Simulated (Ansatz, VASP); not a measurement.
Ru in VASP and in Ansatz

```
CELL_PARAMETERS angstrom
2.68973 0.00000 0.00000
-1.34487 2.32938 0.00000
0.00000 0.00000 4.25109
ATOMIC_POSITIONS crystal
Ru 0.33333 0.66667 0.25000
Ru 0.66667 0.33333 0.75000
```

Change from the starting cell: atom 1 moved 0.15 Å; relaxed back.

Alike in both runs: functional PBEsol; k mesh 12 × 12 × 8; occupations gaussian, width 0.15 eV; no spin polarisation.

Ansatz relaxed the structure, and its values are those at the end. VASP's run is a single point on that final structure, the one shown.

|  | VASP | Ansatz |
| --- | --- | --- |
| version | VASP 6.6.1 | Ansatz 0.2.0 |
| potentials or method | VASP PAW PBE potentials, release 64 (Ru_pv), cutoff 520 eV | scalar-relativistic, plane waves, PAW |
| valence electrons in the cell | 28 | 32 |

```csv
,VASP,Ansatz,Ansatz less VASP
gap on the k mesh at the Fermi level (eV),none,none,-
pressure (GPa),0.0,0.0,+0.04
```

VASP's potentials were made for PBE, not for PBEsol. A gap of «none» marks a metal or a gap that the smearing closes. VASP's potentials hold 28 valence electrons a cell and Ansatz's 32, so a difference there can come from the potentials and not from the codes.
